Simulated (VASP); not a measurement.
# Mg (P6_3/mmc) in VASP: further runs

Runs on Mg. Level: PBEsol. Tasks: vibrations by perturbation theory.

All numbers are computed with VASP 6.6.1; they aren't measurements. Logs are shortened: lines on timing, memory, paths and dates and some standing lists are left out, and cuts for length are marked.

## (1) The cell of the first run

Symmetry: P6_3/mmc, No. 194, hexagonal system. Conventional cell: a = 3.158 Å, b = 3.158 Å, c = 5.056 Å, α = 90.00°, β = 90.00°, γ = 120.00°. Within 4.1 Å of Mg (site symmetry -6m2) lie 12 Mg at 3.12 to 3.16 Å.

## (2) Vibrations by perturbation theory, PBEsol (21.84 Å³/atom)

INCAR reads:

```
SYSTEM = Mg
ALGO = Normal
EDIFF = 1E-8
ENCUT = 520
GGA = PS
IBRION = 8
ISIF = 2
ISMEAR = -1
LASPH = .True.
LCHARG = .False.
LREAL = .False.
LWAVE = .False.
NELM = 60
NSW = 1
PREC = Accurate
SIGMA = 0.1
```

KPOINTS reads:

```
k-points
0
Gamma
  12 12 8
  0 0 0
```

POSCAR reads:

```
Mg
1.0
    3.1584361790      0.0000000000      0.0000000000
   -1.5792180895      2.7352859672      0.0000000000
    0.0000000000      0.0000000000      5.0559480168
Mg
2
Direct
    0.3333333333      0.6666666667      0.2500000000
    0.6666666667      0.3333333333      0.7500000000
```

Potentials or basis: VASP PAW PBE potentials, release 64 (Mg).

Started as:

```bash
> cat potpaw_PBE.64/Mg/POTCAR > POTCAR
> mpirun -np 1 vasp_std > vasp.out
```

OUTCAR:

```text
SYSTEM = Mg
   EDIFF = 1E-8
   ENCUT = 520
   GGA = PS
   IBRION = 8
   ISIF = 2
   ISMEAR = -1
   LASPH = .True.
   LREAL = .False.
   NELM = 60
   NSW = 1
   PREC = Accurate

 ion  position               nearest neighbor table
   1  0.333  0.667  0.250-   2 3.12   2 3.12   2 3.12   2 3.12   2 3.12   2 3.12
   2  0.667  0.333  0.750-   1 3.12   1 3.12   1 3.12   1 3.12   1 3.12   1 3.12

  LATTYP: Found a hexagonal cell.
 ALAT       =     3.1584361790
 C/A-ratio  =     1.6007757416

  Lattice vectors:

 A1 = (   3.1584361790,   0.0000000000,   0.0000000000)
 A2 = (  -1.5792180895,   2.7352859672,   0.0000000000)
 A3 = (   0.0000000000,   0.0000000000,   5.0559480168)

Analysis of symmetry for initial positions (statically):
=====================================================================
 Subroutine PRICEL returns:
 Original cell was already a primitive cell.

 Routine SETGRP: Setting up the symmetry group for a
 hexagonal supercell.

 Subroutine GETGRP returns: Found 24 space group operations
 (whereof 12 operations were pure point group operations)
 out of a pool of 24 trial point group operations.

The static configuration has the point symmetry D_3d.
 The point group associated with its full space group is D_6h.

Analysis of symmetry for dynamics (positions and initial velocities):
=====================================================================
 Subroutine PRICEL returns:
 Original cell was already a primitive cell.

 Routine SETGRP: Setting up the symmetry group for a
 hexagonal supercell.

 Subroutine GETGRP returns: Found 24 space group operations
 (whereof 12 operations were pure point group operations)
 out of a pool of 24 trial point group operations.

The dynamic configuration has the point symmetry D_3d.
 The point group associated with its full space group is D_6h.

 Subroutine INISYM returns: Found 24 space group operations
 (whereof 12 operations are pure point group operations),
 and found     1 'primitive' translations

----------------------------------------------------------------------------------------

                                     Primitive cell

  volume of cell :      43.6795

  direct lattice vectors                    reciprocal lattice vectors
     3.158436179  0.000000000  0.000000000     0.316612381  0.182796244  0.000000000
    -1.579218090  2.735285967  0.000000000     0.000000000  0.365592487  0.000000000
     0.000000000  0.000000000  5.055948017     0.000000000  0.000000000  0.197786844

  length of vectors
     3.158436179  3.158436179  5.055948017     0.365592487  0.365592487  0.197786844

  position of ions in fractional coordinates (direct lattice)
     0.333333333  0.666666667  0.250000000
     0.666666667  0.333333333  0.750000000

  ion indices of the primitive-cell ions
   primitive index   ion index
                 1           1
                 2           2

----------------------------------------------------------------------------------------

 KPOINTS: k-points

Automatic generation of k-mesh.
 Grid dimensions read from file:
 generate k-points for:   12   12    8

 Generating k-lattice:

  Cartesian coordinates                     Fractional coordinates (reciprocal lattice)
     0.026384365  0.015233020  0.000000000     0.083333333  0.000000000  0.000000000
     0.000000000  0.030466041  0.000000000     0.000000000  0.083333333  0.000000000
[... 81 lines left out ...]
  Thomas-Fermi vector in A             =   1.831703
   LORBIT       =      0    0 simple, 1 ext, 2 COOP (PROOUT), +10 PAW based schemes
   GGA     = PS    functional components
   LHFCALC =     F    Hartree Fock is set to
   AEXX    =    0.0000 exact exchange contribution
   IVDW    =     0    specifies the selected vdW correction
   LEPSILON=     F    determine dielectric tensor
   LRPA    =     F    only Hartree local field effects (RPA)
 non-spin polarized calculation
  energy-cutoff  :      520.00
  volume of cell :       43.68
 maximum number of plane-waves:      1194
 NGX is ok and might be reduce to    24
   NGX = 11   NGY = 11   NGZ = 19

--------------------------------------- Ionic step        1  -------------------------------------------

 number of electron       4.0000000 magnetization

 Free energy of the ion-electron system (eV)
  ---------------------------------------------------
  ext. energy  EPLUGINS =         0.00000000
  ---------------------------------------------------
  free energy    TOTEN  =        -3.45510558 eV

  energy without entropy =       -3.42907573  energy(sigma->0) =       -3.44209065

 E-fermi :   2.8144     XC(G=0):  -8.6914

 val. band max:        2.8139509461   @ k =   0.3333   0.3333   0.3750
 cond. band min:       2.8191867504   @ k =   0.2500   0.0833   0.0000
 fundamental gap:      0.0052358043
 Fermi energy:         2.8143673861

 k-point     1 :       0.0000    0.0000    0.0000
  band No.  band energies     occupation
      1      -4.2910      2.00000
      2       1.1655      2.00000
      3       1.7534      1.99995
      4      13.9198      0.00000
      5      13.9198      0.00000
      6      14.1060      0.00000
[... 199 lines left out ...]
 k-point    24 :       0.3333   -0.0000    0.1250
  band No.  band energies     occupation
      1      -1.9867      2.00000
      2       2.1792      1.99652
      3       4.2187      0.00000
      4       5.3854      0.00000
      5       8.3794      0.00000
      6      10.3823      0.00000

 [... further k-points ...]

------------------------ aborting loop because EDIFF is reached ----------------------------------------

  FORCE on cell =-STRESS in cart. coord.  units (eV):
  Direction    XX          YY          ZZ          XY          YZ          ZX
  --------------------------------------------------------------------------------------
  -------------------------------------------------------------------------------------
  Total        0.3199020      0.3199020      0.3240636      0.0000000      0.0000000      0.0000000
  in kB       11.7341091     11.7341091     11.8867573      0.0000000      0.0000000      0.0000000
  external PRESSURE =      11.7849919 kB  Pullay stress =       0.0000000 kB

 VOLUME and BASIS-vectors are now :
 -----------------------------------------------------------------------------
  energy-cutoff  :      520.00
  volume of cell :       43.68
      direct lattice vectors                 reciprocal lattice vectors
     3.158436179  0.000000000  0.000000000     0.316612381  0.182796244  0.000000000
    -1.579218090  2.735285967  0.000000000     0.000000000  0.365592487  0.000000000
     0.000000000  0.000000000  5.055948017     0.000000000  0.000000000  0.197786844

 POSITION                                       TOTAL-FORCE (eV/Angst)
 -----------------------------------------------------------------------------------
     -0.00000      1.82352      1.26399         0.000000     -0.000000      0.000000
      1.57922      0.91176      3.79196        -0.000000      0.000000      0.000000
 -----------------------------------------------------------------------------------
    total drift:                                0.000000     -0.000000      0.000000

  FREE ENERGIE OF THE ION-ELECTRON SYSTEM (eV)
  ---------------------------------------------------
  free  energy   TOTEN  =        -3.4551055762 eV

  energy  without entropy=       -3.4290757322  energy(sigma->0) =       -3.44209065

[... ionic steps 2 to 3 ...]

--------------------------------------- Ionic step        4  -------------------------------------------

------------------------ aborting loop because EDIFF is reached ----------------------------------------

[... ionic steps 5 to 5 ...]

--------------------------------------- Ionic step        6  -------------------------------------------

 Free energy of the ion-electron system (eV)
  ---------------------------------------------------
  ---------------------------------------------------
  free energy    TOTEN  =        -0.00401353 eV

  energy without entropy =       -0.00401353

------------------------ aborting loop because EDIFF is reached ----------------------------------------

 INTERNAL STRAIN TENSOR  FOR ION    1  DIRECTION 3   (eV/Angst):
 -----------------------------------------------------------------------------
     0.00290  0.00000  0.00000
     0.00000  0.00290 -0.00000
     0.00000  0.00000 -0.00702

 INTERNAL STRAIN TENSOR FOR ION    2 for displacements in x,y,z  (eV/Angst):
          X           Y           Z          XY          YZ          ZX
  --------------------------------------------------------------------------------
  x     0.00000     0.00000     0.00000     1.06144     0.00000     0.00000
  y     1.06144    -1.06144    -0.00000     0.00000     0.00000     0.00000
  z     0.00000     0.00000     0.00000     0.00000    -0.00000     0.00000

 SECOND DERIVATIVES (NOT SYMMETRIZED)
 ------------------------------------
               1X          1Y          1Z          2X          2Y          2Z
  1X    -0.827245    0.000000    0.000000    0.827245    0.000000    0.000000
  1Y     0.000000   -0.827245    0.000000   -0.000000    0.827245    0.000000
  1Z    -0.000000    0.000000   -3.334750    0.000000    0.000000    3.334750
  2X     0.827245    0.000000    0.000000   -0.827245    0.000000    0.000000
  2Y    -0.000000    0.827245    0.000000    0.000000   -0.827245    0.000000
  2Z     0.000000    0.000000    3.334750   -0.000000    0.000000   -3.334750

 Eigenvectors and eigenvalues of the dynamical matrix
 ----------------------------------------------------

   1 f  =    8.189352 THz    51.455218 2PiTHz  273.167390 cm-1    33.868425 meV
             X         Y         Z           dx          dy          dz
     -0.000000  1.823524  1.263987    -0.000000    0.000000   -0.707107
      1.579218  0.911762  3.791961     0.000000    0.000000    0.707107
[... 21 lines left out ...]
   6 f  =    0.000000 THz     0.000000 2PiTHz    0.000000 cm-1     0.000000 meV
             X         Y         Z           dx          dy          dz
     -0.000000  1.823524  1.263987     0.000000    0.000000    0.707107
      1.579218  0.911762  3.791961    -0.000000    0.000000    0.707107

--------------------------------------------------------------------------------------------------------

 ELASTIC MODULI CONTR FROM IONIC RELAXATION (kBar)
 Direction    XX          YY          ZZ          XY          YZ          ZX
 --------------------------------------------------------------------------------
 XX         -49.9567     49.9567      0.0000     -0.0000      0.0000      0.0000
 YY          49.9567    -49.9567     -0.0000      0.0000      0.0000      0.0000
 ZZ           0.0000     -0.0000     -0.0000      0.0000      0.0000      0.0000
 XY          -0.0000      0.0000      0.0000    -49.9567     -0.0000      0.0000
 YZ           0.0000      0.0000      0.0000     -0.0000     -0.0000      0.0000
 ZX           0.0000      0.0000      0.0000      0.0000      0.0000      0.0000
 --------------------------------------------------------------------------------
```

It took 49 s on 1 thread of Intel Xeon 6975P-C (Granite Rapids), shared host; peak memory 0.34 GiB.

Results:

```
Highest phonon frequency at Γ : 273 cm⁻¹
```

Phonon frequencies in cm⁻¹ (negative: imaginary):
| q point | frequencies |
| --- | --- |
| (0.000, 0.000, 0.000) | 0 0 0 136 136 273 |

Caveat: the cell stands under pressure or tension, which shifts response properties; the PAW data sets were made with another functional, which shifts forces and pressure a little.

(Continued in part 2 of 2.)
